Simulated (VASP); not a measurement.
# Ca (P6_3/mmc) in VASP: single point with PBE

Aim: the single point of Ca with PBE.

Program: VASP 6.6.1. These are calculated values, not measurements. Logs are shortened: lines on timing, memory, paths and dates and some standing lists are left out, and cuts for length are marked.

### Step 1. The cell of the first run

Symmetry: P6_3/mmc, No. 194, hexagonal system. The conventional cell has a = 3.858 Å, b = 3.858 Å, c = 19.978 Å, α = 90.00°, β = 90.00°, γ = 120.00°. Within 5.1 Å of Ca (site symmetry -3m) lie 12 Ca at 3.86 to 3.89 Å. Ca (site symmetry 3m) has 10 Ca at 3.62 to 3.89 Å within 4.8 Å.

This isn't the form of Ca at room conditions, which is fcc.

### Step 2. Single point, PBE

Input file INCAR:

```
PREC = Accurate ; ENCUT = 520
EDIFF = 1E-6 ; ISMEAR = 0
SIGMA = 0.1 ; LREAL = False
LASPH = True ; NELM = 60
ALGO = Fast ; ISIF = 2
LWAVE = False ; LCHARG = False
GGA = PE ; NBANDS = 39
```

Input file KPOINTS:

```
Automatic mesh
0
Gamma
  12 12 2
```

Input file POSCAR:

```
Ca
1.0
    3.8582093191     -0.0000000289      0.0000000000
   -1.9291046346      3.3413072979      0.0000000000
    0.0000000000      0.0000000000     19.9782249000
Ca
6
Direct
    0.0000000000      0.0000000000      0.5000000000
    0.0000000000      0.0000000000      0.0000000000
    0.6666666667      0.3333333333      0.3405840000
    0.3333333333      0.6666666667      0.6594160000
    0.3333333333      0.6666666667      0.8405840000
    0.6666666667      0.3333333333      0.1594160000
```

Potentials or basis: VASP PAW PBE potentials, release 64 (Ca_sv).

Started as:

```
$ cat potpaw_PBE.64/Ca_sv/POTCAR > POTCAR
$ mpirun -np 1 vasp_std > vasp.out
```

OUTCAR:

```text
PREC = Accurate
   ENCUT = 520
   EDIFF = 1E-6
   ISMEAR = 0
   LREAL = False
   LASPH = True
   NELM = 60
   ISIF = 2
   GGA = PE

 ion  position               nearest neighbor table
   1  0.000  0.000  0.500-
   2  0.000  0.000  0.000-
   3  0.667  0.333  0.341-
   4  0.333  0.667  0.659-
   5  0.333  0.667  0.841-
   6  0.667  0.333  0.159-

  LATTYP: Found a hexagonal cell.
 ALAT       =     3.8582093191
 C/A-ratio  =     5.1781080931

  Lattice vectors:

 A1 = (   3.8582093191,  -0.0000000289,   0.0000000000)
 A2 = (  -1.9291046346,   3.3413072979,   0.0000000000)
 A3 = (   0.0000000000,   0.0000000000,  19.9782249000)

Analysis of symmetry for initial positions (statically):
=====================================================================
 Subroutine PRICEL returns:
 Original cell was already a primitive cell.

 Routine SETGRP: Setting up the symmetry group for a
 hexagonal supercell.

 Subroutine GETGRP returns: Found 24 space group operations
 (whereof 12 operations were pure point group operations)
 out of a pool of 24 trial point group operations.

The static configuration has the point symmetry D_3d.
 The point group associated with its full space group is D_6h.

Analysis of symmetry for dynamics (positions and initial velocities):
=====================================================================
 Subroutine PRICEL returns:
 Original cell was already a primitive cell.

 Routine SETGRP: Setting up the symmetry group for a
 hexagonal supercell.

 Subroutine GETGRP returns: Found 24 space group operations
 (whereof 12 operations were pure point group operations)
 out of a pool of 24 trial point group operations.

The dynamic configuration has the point symmetry D_3d.
 The point group associated with its full space group is D_6h.

 Subroutine INISYM returns: Found 24 space group operations
 (whereof 12 operations are pure point group operations),
 and found     1 'primitive' translations

----------------------------------------------------------------------------------------

                                     Primitive cell

  volume of cell :     257.5485

  direct lattice vectors                    reciprocal lattice vectors
     3.858209319 -0.000000029  0.000000000     0.259187598  0.149642027  0.000000000
    -1.929104635  3.341307298  0.000000000     0.000000002  0.299284057  0.000000000
     0.000000000  0.000000000 19.978224900     0.000000000  0.000000000  0.050054497

  length of vectors
     3.858209319  3.858209319 19.978224900     0.299284057  0.299284057  0.050054497

  position of ions in fractional coordinates (direct lattice)
     0.000000000  0.000000000  0.500000000
     0.000000000  0.000000000  0.000000000
     0.666666667  0.333333333  0.340584000
     0.333333333  0.666666667  0.659416000
     0.333333333  0.666666667  0.840584000
     0.666666667  0.333333333  0.159416000

  ion indices of the primitive-cell ions
   primitive index   ion index
                 1           1
                 2           2
                 3           3
                 4           4
                 5           5
                 6           6

----------------------------------------------------------------------------------------

 KPOINTS: Automatic mesh

Automatic generation of k-mesh.
 Grid dimensions read from file:
 generate k-points for:   12   12    2

 Generating k-lattice:

  Cartesian coordinates                     Fractional coordinates (reciprocal lattice)
     0.021598966  0.012470169  0.000000000     0.083333333  0.000000000  0.000000000
     0.000000000  0.024940338  0.000000000     0.000000000  0.083333333  0.000000000
     0.000000000  0.000000000  0.025027249     0.000000000  0.000000000  0.500000000

  Length of vectors
     0.024940338  0.024940338  0.025027249

  Shift w.r.t. Gamma in fractional coordinates (k-lattice)
     0.000000000  0.000000000  0.000000000

 Subroutine IBZKPT returns following result:
 ===========================================

 Found     38 irreducible k-points:

 Following reciprocal coordinates:
            Coordinates               Weight
  0.000000  0.000000  0.000000      1.000000
  0.083333 -0.000000  0.000000      6.000000
  0.166667 -0.000000  0.000000      6.000000
  0.250000 -0.000000  0.000000      6.000000
  0.333333 -0.000000  0.000000      6.000000
  0.416667  0.000000  0.000000      6.000000
[... 16 lines left out ...]
  0.250000 -0.000000  0.500000      6.000000
  0.333333 -0.000000  0.500000      6.000000
 [... further k-points ...]
   k-points           NKPTS =     38   k-points in BZ     NKDIM =     38   number of bands    NBANDS=     39
   number of dos      NEDOS =    301   number of ions     NIONS =      6
   total plane-waves  NPLWV = 135000
   dimension x,y,z NGX =    30 NGY =   30 NGZ =  150
   dimension x,y,z NGXF=    60 NGYF=   60 NGZF=  300
   ions per type =               6
   NGX,Y,Z   is equivalent  to a cutoff of  12.93, 12.93, 12.48 a.u.
   NGXF,Y,Z  is equivalent  to a cutoff of  25.85, 25.85, 24.96 a.u.
 SYSTEM =  unknown system
   PREC   = accura    normal or accurate (medium, high low for compatibility)
   ISTART =      0    job   : 0-new  1-cont  2-samecut
   ICHARG =      2    charge: 1-file 2-atom 10-const
   ISPIN  =      1    spin polarized calculation?
   LNONCOLLINEAR =      F non collinear calculations
   LSORBIT =      F    spin-orbit coupling
   LASPH  =      T    aspherical Exc in radial PAW
   ENCUT  =  520.0 eV  38.22 Ry    6.18 a.u.   7.17  7.17 37.15*2*pi/ulx,y,z
   NELM   =     60;   NELMIN=  2; NELMDL= -5     # of ELM steps
   EDIFF  = 0.1E-05   stopping-criterion for ELM
   LREAL  =      F    real-space projection
   EDIFFG = 0.1E-04   stopping-criterion for IOM
   NSW    =      0    number of steps for IOM
   IBRION =     -1    ionic relax: 0-MD 1-quasi-New 2-CG
   NFREE  =      0    steps in history (QN), initial steepest desc. (CG)
   ISIF   =      2    stress and relaxation
   ISYM   =      2    0-nonsym 1-usesym 2-fastsym
   POTIM  = 0.5000    time-step for ionic-motion
   TEBEG  =    0.0;   TEEND  =   0.0 temperature during run
   PSTRESS=    0.0 pullay stress
   NELECT =      60.0000    total number of electrons
   NUPDOWN=      -1.0000    fix difference up-down
   EMIN   =  10.00;   EMAX   =-10.00  energy-range for DOS
   EFERMI =   0.00;   METHOD = LEGACY
   ISMEAR =     0;   SIGMA  =   0.10  broadening in eV -4-tet -1-fermi 0-gaus
   EFERMI_NEDOS =   21; number of points for ismear=-14 and -15
   IALGO  =     68    algorithm
   IMIX   =      4    mixing-type and parameters
     AMIX     =   0.40;   BMIX     =  1.00
     AMIX_MAG =   1.60;   BMIX_MAG =  1.00
  volume/ion in A,a.u.               =      42.92       289.67
  Fermi-wavevector in a.u.,A,eV,Ry     =   1.007331  1.903580 13.806047  1.014716
  Thomas-Fermi vector in A             =   2.140129
   LORBIT       =      0    0 simple, 1 ext, 2 COOP (PROOUT), +10 PAW based schemes
   GGA     = PE    functional components
   LHFCALC =     F    Hartree Fock is set to
   AEXX    =    0.0000 exact exchange contribution
   IVDW    =     0    specifies the selected vdW correction
   LEPSILON=     F    determine dielectric tensor
   LRPA    =     F    only Hartree local field effects (RPA)
 non-spin polarized calculation
 RMM-DIIS sequential band-by-band and
 Gauss-broadening in eV      SIGMA  =   0.10
  energy-cutoff  :      520.00
  volume of cell :      257.55
 maximum number of plane-waves:      6980
 NGX is ok and might be reduce to    30
   NGX = 15   NGY = 15   NGZ = 75

 number of electron      59.9999996 magnetization

 Free energy of the ion-electron system (eV)
  ---------------------------------------------------
  ext. energy  EPLUGINS =         0.00000000
  ---------------------------------------------------
  free energy    TOTEN  =       -11.12147006 eV

  energy without entropy =      -11.07558047  energy(sigma->0) =      -11.09852526

 E-fermi :   1.8690     XC(G=0):  -7.6746

 val. band max:        1.8623204596   @ k =   0.3333   0.1667   0.5000
 cond. band min:       1.8720843304   @ k =   0.4167   0.1667   0.5000
 fundamental gap:      0.0097638708
 Fermi energy:         1.8689935369

 k-point     1 :       0.0000    0.0000    0.0000
  band No.  band energies     occupation
      1     -40.2613      2.00000
      2     -40.2611      2.00000
      3     -40.2550      2.00000
      4     -40.2549      2.00000
      5     -40.0557      2.00000
      6     -40.0557      2.00000
[... 31 lines left out ...]
     38       4.2524      0.00000
     39       4.2889      0.00000

 k-point     2 :       0.0833   -0.0000    0.0000
  band No.  band energies     occupation
      1     -40.2605      2.00000
      2     -40.2604      2.00000
      3     -40.2543      2.00000
      4     -40.2542      2.00000
      5     -40.0549      2.00000
      6     -40.0549      2.00000
[... 31 lines left out ...]
     38       4.1220      0.00000
     39       4.1602      0.00000

 k-point     3 :       0.1667   -0.0000    0.0000
  band No.  band energies     occupation
      1     -40.2586      2.00000
      2     -40.2585      2.00000
      3     -40.2524      2.00000
      4     -40.2523      2.00000
      5     -40.0530      2.00000
      6     -40.0530      2.00000
[... 31 lines left out ...]
     38       3.8320      0.00000
     39       3.9299      0.00000

 k-point     4 :       0.2500   -0.0000    0.0000
  band No.  band energies     occupation
      1     -40.2559      2.00000
      2     -40.2558      2.00000
      3     -40.2497      2.00000
      4     -40.2496      2.00000
      5     -40.0503      2.00000
      6     -40.0503      2.00000
[... 31 lines left out ...]
     38       3.5198      0.00000
     39       3.7294      0.00000
[... 754 lines left out ...]
     38       3.8954      0.00000
     39       3.9266      0.00000

 k-point    23 :       0.2500   -0.0000    0.5000
  band No.  band energies     occupation
      1     -40.2558      2.00000
      2     -40.2558      2.00000
      3     -40.2497      2.00000
      4     -40.2497      2.00000
      5     -40.0503      2.00000
      6     -40.0503      2.00000
[... 31 lines left out ...]
     38       3.4243      0.00000
     39       3.7547      0.00000

 k-point    24 :       0.3333   -0.0000    0.5000
  band No.  band energies     occupation
      1     -40.2531      2.00000
      2     -40.2531      2.00000
      3     -40.2470      2.00000
      4     -40.2470      2.00000
      5     -40.0476      2.00000
      6     -40.0476      2.00000
[... 31 lines left out ...]
     38       3.1532      0.00000
     39       3.7165      0.00000

 [... further k-points ...]
[... 5 lines left out ...]
  --------------------------------------------------------------------------------------
  -------------------------------------------------------------------------------------
  Total        0.0218763      0.0218763     -0.0277203     -0.0000000      0.0000000      0.0000000
  in kB        0.1360900      0.1360900     -0.1724447     -0.0000000      0.0000000      0.0000000
  external PRESSURE =       0.0332451 kB  Pullay stress =       0.0000000 kB

 VOLUME and BASIS-vectors are now :
 -----------------------------------------------------------------------------
  energy-cutoff  :      520.00
  volume of cell :      257.55
      direct lattice vectors                 reciprocal lattice vectors
     3.858209319 -0.000000029  0.000000000     0.259187598  0.149642027  0.000000000
    -1.929104635  3.341307298  0.000000000     0.000000002  0.299284057  0.000000000
     0.000000000  0.000000000 19.978224900     0.000000000  0.000000000  0.050054497

 POSITION                                       TOTAL-FORCE (eV/Angst)
 -----------------------------------------------------------------------------------
      0.00000      0.00000      9.98911        -0.000000      0.000000      0.000000
      0.00000      0.00000      0.00000        -0.000000      0.000000      0.000000
      1.92910      1.11377      6.80426        -0.000000     -0.000000     -0.001614
      0.00000      2.22754     13.17396        -0.000000      0.000000      0.001614
      0.00000      2.22754     16.79338        -0.000000      0.000000     -0.001614
      1.92910      1.11377      3.18485         0.000000     -0.000000      0.001614
 -----------------------------------------------------------------------------------
    total drift:                                0.000000      0.000000      0.000000

  FREE ENERGIE OF THE ION-ELECTRON SYSTEM (eV)
  ---------------------------------------------------
  free  energy   TOTEN  =       -11.1214700566 eV

  energy  without entropy=      -11.0755804729  energy(sigma->0) =      -11.09852526
```

Wall time 13 min (1 thread of AMD EPYC 7R13 (Zen 3), shared host); peak memory 0.49 GiB.

What came out:

```yaml
Free_energy: -11.1215 eV
Pressure: 0.0 GPa
Band_gap_on_the_k_mesh: zero (bands 30 and 31 overlap by 0.53 eV)
```
